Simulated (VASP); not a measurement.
# Al (I4/mmm) in VASP: notebook

Al is run at these levels: PBEsol; tasks: single point.

All numbers are computed with VASP 6.6.1; they aren't measurements. Logs are shortened: lines on timing, memory, paths and dates and some standing lists are left out, and cuts for length are marked.

### Step 1. The cell of the first run

Symmetry: I4/mmm, No. 139, tetragonal system. Conventional cell: a = 2.871 Å, b = 2.871 Å, c = 3.835 Å, α = 90.00°, β = 90.00°, γ = 90.00°. Within 3.7 Å of Al (site symmetry 4/mmm) lie 12 Al at 2.79 to 2.87 Å.

### Step 2. Single point, PBEsol (uniaxial strain along c: -4.5 %)

File INCAR:

```
SYSTEM = Al
PREC = Accurate
ENCUT = 520
EDIFF = 1E-6
ISMEAR = 0
SIGMA = 0.1
LREAL = .False.
LASPH = .True.
NELM = 100
ALGO = Normal
ISIF = 2
LWAVE = .False.
LCHARG = .True.
GGA = PS
LELF = .True.
LVHAR = .True.
NBANDS = 10
```

File KPOINTS:

```
regular mesh
0
Gamma
  18 18 14
  0 0 0
```

File POSCAR:

```
Al
1.0
    2.0302828835      2.0302828835      0.0000000000
   -2.0302828835      2.0302828835      0.0000000000
    0.0000000000      0.0000000000      3.8346999332
Al
2
Direct
    0.0000000000      0.0000000000      0.0000000000
    0.5000000000      0.5000000000      0.5000000000
```

Potentials or basis: VASP PAW PBE potentials, release 64 (Al).

Launch:

```sh
$ cat potpaw_PBE.64/Al/POTCAR > POTCAR
$ mpirun -np 1 vasp_std > vasp.out
```

OUTCAR:

```text
SYSTEM = Al
   PREC = Accurate
   ENCUT = 520
   EDIFF = 1E-6
   ISMEAR = 0
   LREAL = .False.
   LASPH = .True.
   NELM = 100
   ISIF = 2
   GGA = PS

 ion  position               nearest neighbor table
   1  0.000  0.000  0.000-   2 2.79   2 2.79   2 2.79   2 2.79   2 2.79   2 2.79   2 2.79   2 2.79

   2  0.500  0.500  0.500-   1 2.79   1 2.79   1 2.79   1 2.79   1 2.79   1 2.79   1 2.79   1 2.79

  LATTYP: Found a simple tetragonal cell.
 ALAT       =     2.8712535893
 C/A-ratio  =     1.3355490255

  Lattice vectors:

 A1 = (   2.0302828835,   2.0302828835,   0.0000000000)
 A2 = (  -2.0302828835,   2.0302828835,   0.0000000000)
 A3 = (   0.0000000000,   0.0000000000,   3.8346999332)

Analysis of symmetry for initial positions (statically):
=====================================================================
 Subroutine PRICEL returns following result:

  LATTYP: Found a body centered tetragonal cell.
 ALAT       =     2.8712535893
 C/A-ratio  =     1.3355490255

  Lattice vectors:

 A1 = (   0.0000000000,  -2.0302828835,  -1.9173499666)
 A2 = (   0.0000000000,   2.0302828835,  -1.9173499666)
 A3 = (   2.0302828835,   0.0000000000,   1.9173499666)

   2 primitive cells build up your supercell.

 Routine SETGRP: Setting up the symmetry group for a
 simple tetragonal supercell.

 Subroutine GETGRP returns: Found 16 space group operations
 (whereof 16 operations were pure point group operations)
 out of a pool of 16 trial point group operations.

The static configuration has the point symmetry D_4h.

Analysis of symmetry for dynamics (positions and initial velocities):
=====================================================================
 Subroutine PRICEL returns following result:

  LATTYP: Found a body centered tetragonal cell.
 ALAT       =     2.8712535893
 C/A-ratio  =     1.3355490255

  Lattice vectors:

 A1 = (   0.0000000000,  -2.0302828835,  -1.9173499666)
 A2 = (   0.0000000000,   2.0302828835,  -1.9173499666)
 A3 = (   2.0302828835,   0.0000000000,   1.9173499666)

   2 primitive cells build up your supercell.

 Routine SETGRP: Setting up the symmetry group for a
 simple tetragonal supercell.

 Subroutine GETGRP returns: Found 16 space group operations
 (whereof 16 operations were pure point group operations)
 out of a pool of 16 trial point group operations.

The dynamic configuration has the point symmetry D_4h.

 Subroutine INISYM returns: Found 16 space group operations
 (whereof 16 operations are pure point group operations),
 and found     2 'primitive' translations

----------------------------------------------------------------------------------------

                                     Primitive cell

  volume of cell :      15.8068

  direct lattice vectors                    reciprocal lattice vectors
     0.000000000 -2.030282883 -1.917349967     0.246271100 -0.246271100 -0.260776597
     0.000000000  2.030282883 -1.917349967     0.246271100  0.246271100 -0.260776597
     2.030282883  0.000000000  1.917349967     0.492542201  0.000000000  0.000000000

  length of vectors
     2.792539970  2.792539970  2.792539970     0.435090041  0.435090041  0.492542201

  position of ions in fractional coordinates (direct lattice)
     0.000000000  0.000000000  0.000000000

  ion indices of the primitive-cell ions
   primitive index   ion index
                 1           1

----------------------------------------------------------------------------------------

 KPOINTS: regular mesh

Automatic generation of k-mesh.
 Grid dimensions read from file:
 generate k-points for:   18   18   14

 Generating k-lattice:

  Cartesian coordinates                     Fractional coordinates (reciprocal lattice)
     0.013681728  0.013681728  0.000000000     0.055555556  0.000000000  0.000000000
    -0.013681728  0.013681728  0.000000000     0.000000000  0.055555556  0.000000000
     0.000000000  0.000000000  0.018626900     0.000000000  0.000000000  0.071428571

  Length of vectors
     0.019348885  0.019348885  0.018626900

  Shift w.r.t. Gamma in fractional coordinates (k-lattice)
     0.000000000  0.000000000  0.000000000

 Subroutine IBZKPT returns following result:
 ===========================================

 Found    440 irreducible k-points:

 Following reciprocal coordinates:
            Coordinates               Weight
  0.000000  0.000000  0.000000      1.000000
  0.055556  0.000000  0.000000      4.000000
  0.111111  0.000000  0.000000      4.000000
  0.166667  0.000000  0.000000      4.000000
  0.222222  0.000000  0.000000      4.000000
  0.277778  0.000000  0.000000      4.000000
[... 16 lines left out ...]
  0.277778  0.111111  0.000000      8.000000
  0.333333  0.111111  0.000000      8.000000
 [... further k-points ...]
   k-points           NKPTS =    440   k-points in BZ     NKDIM =    440   number of bands    NBANDS=     10
   number of dos      NEDOS =    301   number of ions     NIONS =      2
   total plane-waves  NPLWV =  17280
   dimension x,y,z NGX =    24 NGY =   24 NGZ =   30
   dimension x,y,z NGXF=    48 NGYF=   48 NGZF=   60
   ions per type =               2
   NGX,Y,Z   is equivalent  to a cutoff of  13.90, 13.90, 13.01 a.u.
   NGXF,Y,Z  is equivalent  to a cutoff of  27.79, 27.79, 26.01 a.u.
 SYSTEM =  Al
   PREC   = accura    normal or accurate (medium, high low for compatibility)
   ISTART =      0    job   : 0-new  1-cont  2-samecut
   ICHARG =      2    charge: 1-file 2-atom 10-const
   ISPIN  =      1    spin polarized calculation?
   LNONCOLLINEAR =      F non collinear calculations
   LSORBIT =      F    spin-orbit coupling
   LASPH  =      T    aspherical Exc in radial PAW
   ENCUT  =  520.0 eV  38.22 Ry    6.18 a.u.   5.34  5.34  7.13*2*pi/ulx,y,z
   NELM   =    100;   NELMIN=  2; NELMDL= -5     # of ELM steps
   EDIFF  = 0.1E-05   stopping-criterion for ELM
   LREAL  =      F    real-space projection
   EDIFFG = 0.1E-04   stopping-criterion for IOM
   NSW    =      0    number of steps for IOM
   IBRION =     -1    ionic relax: 0-MD 1-quasi-New 2-CG
   NFREE  =      0    steps in history (QN), initial steepest desc. (CG)
   ISIF   =      2    stress and relaxation
   ISYM   =      2    0-nonsym 1-usesym 2-fastsym
   POTIM  = 0.5000    time-step for ionic-motion
   TEBEG  =    0.0;   TEEND  =   0.0 temperature during run
   PSTRESS=    0.0 pullay stress
   NELECT =       6.0000    total number of electrons
   NUPDOWN=      -1.0000    fix difference up-down
   EMIN   =  10.00;   EMAX   =-10.00  energy-range for DOS
   EFERMI =   0.00;   METHOD = LEGACY
   ISMEAR =     0;   SIGMA  =   0.10  broadening in eV -4-tet -1-fermi 0-gaus
   EFERMI_NEDOS =   21; number of points for ismear=-14 and -15
   IALGO  =     38    algorithm
   IMIX   =      4    mixing-type and parameters
     AMIX     =   0.40;   BMIX     =  1.00
     AMIX_MAG =   1.60;   BMIX_MAG =  1.00
  volume/ion in A,a.u.               =      15.81       106.67
  Fermi-wavevector in a.u.,A,eV,Ry     =   0.940807  1.777867 12.042752  0.885117
  Thomas-Fermi vector in A             =   2.068255
   LORBIT       =      0    0 simple, 1 ext, 2 COOP (PROOUT), +10 PAW based schemes
   GGA     = PS    functional components
   LHFCALC =     F    Hartree Fock is set to
   AEXX    =    0.0000 exact exchange contribution
   IVDW    =     0    specifies the selected vdW correction
   LEPSILON=     F    determine dielectric tensor
   LRPA    =     F    only Hartree local field effects (RPA)
 non-spin polarized calculation
 Gauss-broadening in eV      SIGMA  =   0.10
  energy-cutoff  :      520.00
  volume of cell :       31.61
 maximum number of plane-waves:       868
 NGX is ok and might be reduce to    24
   NGX = 11   NGY = 11   NGZ = 15

 number of electron       6.0000000 magnetization

 Free energy of the ion-electron system (eV)
  ---------------------------------------------------
  ext. energy  EPLUGINS =         0.00000000
  ---------------------------------------------------
  free energy    TOTEN  =        -8.16941178 eV

  energy without entropy =       -8.16575608  energy(sigma->0) =       -8.16758393

 E-fermi :   8.4124     XC(G=0): -10.4143

 val. band max:        8.4091972051   @ k =   0.3889   0.0556   0.2857
 cond. band min:       8.4153713071   @ k =   0.2778   0.2778   0.4286
 fundamental gap:      0.0061741019
 Fermi energy:         8.4124183509

 k-point     1 :       0.0000    0.0000    0.0000
  band No.  band energies     occupation
      1      -3.0253      2.00000
      2       5.9910      2.00000
      3       7.5837      2.00000
      4      13.2227      0.00000
      5      13.4854      0.00000
      6      13.4854      0.00000
      7      17.1726      0.00000
      8      21.0758      0.00000
      9      21.0758      0.00000
     10      21.6923      0.00000

 k-point     2 :       0.0556    0.0000    0.0000
  band No.  band energies     occupation
      1      -2.9699      2.00000
      2       6.0410      2.00000
      3       7.6348      2.00000
      4      11.9430      0.00000
      5      13.5326      0.00000
      6      14.4226      0.00000
      7      17.6559      0.00000
      8      20.2175      0.00000
      9      21.0401      0.00000
     10      21.1298      0.00000

 k-point     3 :       0.1111    0.0000    0.0000
  band No.  band energies     occupation
      1      -2.8039      2.00000
      2       6.1912      2.00000
      3       7.7823      2.00000
      4      10.4446      0.00000
      5      13.6739      0.00000
      6      15.0548      0.00000
      7      18.7680      0.00000
      8      18.9479      0.00000
      9      19.9121      0.00000
     10      21.2919      0.00000
[... 248 lines left out ...]
 k-point    23 :       0.2778    0.1111    0.0000
  band No.  band energies     occupation
      1      -1.4280      2.00000
      2       6.1923      2.00000
      3       7.4446      2.00000
      4       9.1882      0.00000
      5      12.1009      0.00000
      6      14.6999      0.00000
      7      16.3343      0.00000
      8      19.1213      0.00000
      9      19.4293      0.00000
     10      20.0666      0.00000

 k-point    24 :       0.3333    0.1111    0.0000
  band No.  band energies     occupation
      1      -0.8271      2.00000
      2       4.9181      2.00000
      3       7.9972      2.00000
      4       9.7627      0.00000
      5      12.6372      0.00000
      6      13.4418      0.00000
      7      15.1943      0.00000
      8      17.9246      0.00000
      9      20.0197      0.00000
     10      20.6332      0.00000

 [... further k-points ...]
[... 5 lines left out ...]
  --------------------------------------------------------------------------------------
  -------------------------------------------------------------------------------------
  Total        0.3458797      0.3458797      0.7216650      0.0000000      0.0000000      0.0000000
  in kB       17.5291609     17.5291609     36.5739366      0.0000000      0.0000000      0.0000000
  external PRESSURE =      23.8774195 kB  Pullay stress =       0.0000000 kB

 VOLUME and BASIS-vectors are now :
 -----------------------------------------------------------------------------
  energy-cutoff  :      520.00
  volume of cell :       31.61
      direct lattice vectors                 reciprocal lattice vectors
     2.030282883  2.030282883  0.000000000     0.246271100  0.246271100  0.000000000
    -2.030282883  2.030282883  0.000000000    -0.246271100  0.246271100  0.000000000
     0.000000000  0.000000000  3.834699933     0.000000000  0.000000000  0.260776597

 POSITION                                       TOTAL-FORCE (eV/Angst)
 -----------------------------------------------------------------------------------
      0.00000      0.00000      0.00000         0.000000      0.000000      0.000000
      0.00000      2.03028      1.91735        -0.000000     -0.000000      0.000000
 -----------------------------------------------------------------------------------
    total drift:                               -0.000000      0.000000     -0.000000

  FREE ENERGIE OF THE ION-ELECTRON SYSTEM (eV)
  ---------------------------------------------------
  free  energy   TOTEN  =        -8.1694117764 eV

  energy  without entropy=       -8.1657560771  energy(sigma->0) =       -8.16758393
```

It took 28 s on 1 thread of Intel Xeon 6975P-C (Granite Rapids), shared host; peak memory 0.23 GiB.

What came out:

| Property | Result |
| --- | --- |
| Free energy | -8.1694 eV |
| Pressure | 2.4 GPa |
| Band gap on the k mesh | zero (band 3 reaches 15.61 eV, above the bottom of band 4 at 3.98 eV) |

Stress tensor (GPa, compression positive):
```
1.75 0.00 0.00
0.00 1.75 0.00
0.00 0.00 3.66
```

Levels at points of the mesh, in eV from the Fermi level:
| k point | band 1 | band 2 | band 3 | band 4 | band 5 | band 6 |
| --- | --- | --- | --- | --- | --- | --- |
| (0.00, 0.00, 0.00) | -11.44 | -2.42 | -0.83 | 4.81 | 5.07 | 5.07 |
| (0.50, 0.00, 0.00) | -7.02 | -7.02 | 1.65 | 1.65 | 3.52 | 3.52 |
| (0.50, 0.50, 0.00) | -3.31 | -3.31 | -2.02 | -2.02 | 5.52 | 5.52 |
| (0.00, 0.00, 0.50) | -8.95 | -8.95 | 7.20 | 7.20 | 7.20 | 7.20 |
| (0.50, 0.00, 0.50) | -4.77 | -4.77 | -4.43 | -4.43 | 10.98 | 10.98 |
| (0.50, 0.50, 0.50) | -1.01 | -1.01 | -1.01 | -1.01 | -0.15 | -0.15 |

Caveat: the cell differs from its parent crystal (uniaxial strain along c: -4.5 %); the PAW data sets were made with another functional, which shifts forces and pressure a little.

### Step 3. Single point, PBEsol (uniaxial strain along c: -4.5 %, then relaxed in part)

File INCAR:

```
  PREC = Accurate
  ENCUT = 520
  EDIFF = 1E-6
  ISMEAR = 0
  SIGMA = 0.1
  LREAL = F
  LASPH = T
  NELM = 100
  ALGO = Fast
  ISIF = 2
  LWAVE = F
  LCHARG = T
  GGA = PS
  LELF = T
  LVHAR = T
  NBANDS = 10
```

File KPOINTS:

```
regular mesh
0
Gamma
  18 18 14
```

File POSCAR:

```
Al
1.0
    2.0476422355      2.0476422355      0.0000000000
   -2.0476422355      2.0476422355      0.0000000000
    0.0000000000      0.0000000000      3.8346999332
Al
2
Direct
    0.0000000000      0.0000000000      0.0000000000
    0.5000000000      0.5000000000      0.5000000000
```

Potentials or basis: VASP PAW PBE potentials, release 64 (Al).

Launch:

```sh
$ cat potpaw_PBE.64/Al/POTCAR > POTCAR
$ mpirun -np 1 vasp_std > vasp.out
```

Run time: 32 s. Hardware: 1 thread of Intel Xeon 6975P-C (Granite Rapids), shared host; peak memory 0.22 GiB.

The run converged. Its results:

```yaml
Free_energy: -8.1725 eV
Pressure: 0.9 GPa
Band_gap_on_the_k_mesh: zero (band 3 reaches 15.26 eV, above the bottom of band 4 at 3.83 eV)
```

Stress tensor (GPa, compression positive):
```
0.06 0.00 0.00
0.00 0.06 0.00
0.00 0.00 2.68
```

Levels at points of the mesh, in eV from the Fermi level:
| k point | band 1 | band 2 | band 3 | band 4 | band 5 | band 6 |
| --- | --- | --- | --- | --- | --- | --- |
| (0.00, 0.00, 0.00) | -11.31 | -2.29 | -0.70 | 4.76 | 4.91 | 4.91 |
| (0.50, 0.00, 0.00) | -6.97 | -6.97 | 1.72 | 1.72 | 3.57 | 3.57 |
| (0.50, 0.50, 0.00) | -3.30 | -3.30 | -2.06 | -2.06 | 5.57 | 5.57 |
| (0.00, 0.00, 0.50) | -8.82 | -8.82 | 7.04 | 7.04 | 7.04 | 7.04 |
| (0.50, 0.00, 0.50) | -4.69 | -4.69 | -4.39 | -4.39 | 10.83 | 10.83 |
| (0.50, 0.50, 0.50) | -0.99 | -0.99 | -0.99 | -0.99 | -0.14 | -0.14 |

Caveat: the cell differs from its parent crystal (uniaxial strain along c: -4.5 %, then relaxed in part); the PAW data sets were made with another functional, which shifts forces and pressure a little.

### Step 4. Single point, PBEsol (biaxial strain in the a-b plane: +3.0 %, then relaxed in part)

File INCAR:

```
SYSTEM = Al
ALGO = Normal
EDIFF = 1E-6
ENCUT = 520
GGA = PS
ISIF = 2
ISMEAR = 0
LASPH = .TRUE.
LCHARG = .FALSE.
LREAL = .FALSE.
LWAVE = .FALSE.
NBANDS = 10
NELM = 100
PREC = Accurate
SIGMA = 0.1
```

File KPOINTS:

```
k-points
0
G
  18 18 14
  0 0 0
```

File POSCAR:

```
Al
1.0
    2.0679271891      2.0679271891      0.0000000000
   -2.0679271891      2.0679271891      0.0000000000
    0.0000000000      0.0000000000      3.8711937865
Al
2
Direct
    0.0000000000      0.0000000000      0.0000000000
    0.5000000000      0.5000000000      0.5000000000
```

Launch:

```sh
$ cat potpaw_PBE.64/Al/POTCAR > POTCAR
$ mpirun -np 1 vasp_std > vasp.out
```

Wall time 79 s (1 thread of Intel Xeon Platinum 8259CL at 2.50GHz (Skylake/Cascade Lake), shared host); peak memory 0.23 GiB.

It converged, with:

```yaml
Free_energy: -8.1708 eV
Pressure: -1.4 GPa
Band_gap_on_the_k_mesh: zero (band 3 reaches 14.80 eV, above the bottom of band 4 at 3.56 eV)
```

Stress tensor (GPa, compression positive):
```
-2.17  0.00  0.00
 0.00 -2.17  0.00
 0.00  0.00  0.07
```

Levels at points of the mesh, in eV from the Fermi level:
| k point | band 1 | band 2 | band 3 | band 4 | band 5 | band 6 | band 7 | band 8 |
| --- | --- | --- | --- | --- | --- | --- | --- | --- |
| (0.00, 0.00, 0.00) | -11.11 | -2.23 | -0.69 | 4.76 | 4.78 | 4.78 | 8.21 | 12.40 |
| (0.50, 0.00, 0.00) | -6.84 | -6.84 | 1.71 | 1.71 | 3.48 | 3.48 | 8.50 | 8.50 |
| (0.50, 0.50, 0.00) | -3.22 | -3.22 | -2.05 | -2.05 | 5.56 | 5.56 | 5.80 | 5.80 |
| (0.00, 0.00, 0.50) | -8.66 | -8.66 | 6.89 | 6.89 | 6.89 | 6.89 | 7.20 | 7.20 |
| (0.50, 0.00, 0.50) | -4.57 | -4.57 | -4.35 | -4.35 | 10.59 | 10.59 | 10.70 | 10.70 |
| (0.50, 0.50, 0.50) | -0.95 | -0.95 | -0.95 | -0.95 | -0.09 | -0.09 | 0.85 | 0.85 |

Caveat: the cell differs from its parent crystal (biaxial strain in the a-b plane: +3.0 %, then relaxed in part); the PAW data sets were made with another functional, which shifts forces and pressure a little.

### Step 5. Single point, PBEsol (biaxial strain in the a-b plane: +3.0 %)

File INCAR:

```
SYSTEM = Al
  PREC = Accurate
  ENCUT = 520
  EDIFF = 1E-6
  ISMEAR = 0
  SIGMA = 0.1
  LREAL = .FALSE.
  LASPH = .TRUE.
  NELM = 60
  ALGO = Fast
  ISIF = 2
  LWAVE = .FALSE.
  LCHARG = .TRUE.
  GGA = PS
  LELF = .TRUE.
  LVHAR = .TRUE.
  NBANDS = 10
```

File KPOINTS:

```
Automatic mesh
0
G
  18 18 14
  0 0 0
```

POSCAR: that of step 4 with these lines changed.

```diff
@@ -4,3 +4,3 @@
    -2.0679271891      2.0679271891      0.0000000000
-    0.0000000000      0.0000000000      3.8711937865
+    0.0000000000      0.0000000000      3.9431155334
 Al
```

Launch:

```sh
$ cat potpaw_PBE.64/Al/POTCAR > POTCAR
$ mpirun -np 1 vasp_std > vasp.out
```

It took 90 s on 1 thread of Intel Xeon Platinum 8259CL at 2.50GHz (Skylake/Cascade Lake), shared host; peak memory 0.23 GiB.

Results (log left out):

```yaml
Free_energy: -8.1659 eV
Pressure: -2.9 GPa
Band_gap_on_the_k_mesh: zero (band 3 reaches 14.68 eV, above the bottom of band 4 at 3.39 eV)
```

Stress tensor (GPa, compression positive):
```
-3.20  0.00  0.00
 0.00 -3.20  0.00
 0.00  0.00 -2.22
```

Levels at points of the mesh, in eV from the Fermi level:
| k point | band 1 | band 2 | band 3 | band 4 | band 5 | band 6 | band 7 |
| --- | --- | --- | --- | --- | --- | --- | --- |
| (0.00, 0.00, 0.00) | -10.99 | -2.40 | -0.95 | 4.89 | 4.92 | 4.92 | 8.26 |
| (0.50, 0.00, 0.00) | -6.72 | -6.72 | 1.56 | 1.56 | 3.21 | 3.21 | 8.64 |
| (0.50, 0.50, 0.00) | -3.09 | -3.09 | -1.93 | -1.93 | 5.45 | 5.45 | 5.63 |
| (0.00, 0.00, 0.50) | -8.63 | -8.63 | 6.95 | 6.95 | 6.95 | 6.95 | 7.23 |
| (0.50, 0.00, 0.50) | -4.51 | -4.51 | -4.34 | -4.34 | 10.61 | 10.61 | 10.82 |
| (0.50, 0.50, 0.50) | -0.90 | -0.90 | -0.90 | -0.90 | 0.01 | 0.01 | 0.81 |

Caveat: the cell differs from its parent crystal (biaxial strain in the a-b plane: +3.0 %); the PAW data sets were made with another functional, which shifts forces and pressure a little.

### Step 6. Overview

```csv
cell,gap on the mesh (eV),pressure (GPa)
"a = 2.871, b = 2.871, c = 3.835 Å, 2 atoms",none,2.4
"a = 2.896, b = 2.896, c = 3.835 Å, 2 atoms",none,0.9
"a = 2.924, b = 2.924, c = 3.871 Å, 2 atoms",none,-1.4
"a = 2.924, b = 2.924, c = 3.943 Å, 2 atoms",none,-2.9
```

Alike in all rows: task single point; level PBEsol; potentials or basis VASP PAW PBE potentials, release 64 (Al); no spin polarisation; k mesh 18 × 18 × 14; cutoff (eV) 520; smearing gaussian 0.1 eV.

Caveats: the PAW data sets were made with another functional, which shifts forces and pressure a little.

Absolute energies hang on the potentials; compare differences alone.
